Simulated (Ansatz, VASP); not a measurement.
**CaCuC4N4: VASP beside Ansatz**

File INCAR:

```
ALGO     = Normal         # electronic algorithm
EDIFF    = 1E-6           # SCF threshold, eV
ENCUT    = 520            # plane-wave cutoff, eV
GGA      = PE             # functional
ISIF     = 2              # what is computed and relaxed
ISMEAR   = 0              # smearing method
ISPIN    = 2              # spin polarisation
LASPH    = T              # aspherical terms in the spheres
LCHARG   = F              # write CHGCAR
LMAXMIX  = 4              # l up to which the mixer works
LORBIT   = 11             # projections on sites
LREAL    = F              # projectors in reciprocal space
LWAVE    = F              # write WAVECAR
MAGMOM   = 0 1 0 0 0 0 0 0 0 0 # initial moments
NBANDS   = 44             # bands
NELM     = 150            # most SCF steps
PREC     = Accurate       # precision mode
SIGMA    = 0.1            # smearing width, eV
```

The input KPOINTS:

```
k-points
0
Gamma
  4 4 4
```

File POSCAR:

```
CaCuC4N4
1.0
    6.1008602900      0.0000000000      0.0000000000
    0.0000000000      6.1008602900      0.0000000000
    0.0000000000      0.0000000000      6.1008602900
Ca Cu C N
1 1 4 4
Direct
    0.0000000000      0.0000000000      0.0000000000
    0.5000000000      0.5000000000      0.5000000000
    0.1992997100      0.1992997100      0.1992997100
    0.1992997100      0.8007002900      0.8007002900
    0.8007002900      0.1992997100      0.8007002900
    0.8007002900      0.8007002900      0.1992997100
    0.3100217700      0.3100217700      0.3100217700
    0.3100217700      0.6899782300      0.6899782300
    0.6899782300      0.3100217700      0.6899782300
    0.6899782300      0.6899782300      0.3100217700
```

Input for Ansatz:

```yaml
crystal:
  lattice:
    - [6.10086029, 0.0, 0.0]
    - [0.0, 6.10086029, 0.0]
    - [0.0, 0.0, 6.10086029]
  atoms:
    - { symbol: Ca, position: [0.0, 0.0, 0.0] }
    - { symbol: Cu, position: [0.5, 0.5, 0.5], spin: 1.0 }
    - { symbol: C, position: [0.19929971, 0.19929971, 0.19929971] }
    - { symbol: C, position: [0.19929971, 0.80070029, 0.80070029] }
    - { symbol: C, position: [0.80070029, 0.19929971, 0.80070029] }
    - { symbol: C, position: [0.80070029, 0.80070029, 0.19929971] }
    - { symbol: "N", position: [0.31002177, 0.31002177, 0.31002177] }
    - { symbol: "N", position: [0.31002177, 0.68997823, 0.68997823] }
    - { symbol: "N", position: [0.68997823, 0.31002177, 0.68997823] }
    - { symbol: "N", position: [0.68997823, 0.68997823, 0.31002177] }
basis:
  ecutwfc: 420
kpoints:
  mp_grid: { grid: [4, 4, 4] }
hamiltonian:
  xc: pbe
scf:
  occupations: { method: gaussian, width: 0.1 }
  lower_state_search: "off"
output:
  forces: true
  stress: true
  eigenvalues: true
  populations: true
magnetization:
  spin_polarized: true
```

Alike in both runs: task single point; functional PBE; k mesh 4 × 4 × 4; occupations gaussian, width 0.1 eV; collinear spin.

```csv
,VASP,Ansatz
version,VASP 6.6.1,Ansatz 0.2.0
potentials or method,"VASP PAW PBE potentials, release 64 (Ca_sv, Cu, C, N), cutoff 520 eV","scalar-relativistic, plane waves, PAW"
valence electrons in the cell,57,65
```

Ansatz gave:

| Quantity | Value |
| --- | --- |
| gap on the k mesh at the Fermi level (eV) | none |
| pressure (GPa) | 7.2 |
| rms of the force components (eV/Å) | 1.540 |
| net moment per atom (μB) | 0.10 |
| size of the moment on the site where the two differ most (μB) | 0.02 |

Question: Which values does VASP return?

Answer: gap on the k mesh at the Fermi level (eV): none; pressure (GPa): 7.7; rms of the force components (eV/Å): 1.443; net moment per atom (μB): 0.10; size of the moment on the site where the two differ most (μB): 0.04.

Site moments also hang on the region over which each program counts them. Atom by atom the forces differ by 0.181 eV/Å (rms over components). A gap of «none» marks a metal or a gap that the smearing closes. With one functional, cell and mesh, what is left measures potentials, basis and numerics. VASP's potentials hold 57 valence electrons a cell and Ansatz's 65, so a difference there can come from the potentials and not from the codes.

Noted on VASP's run: the standard files for N, O and F lose accuracy on very short bonds.
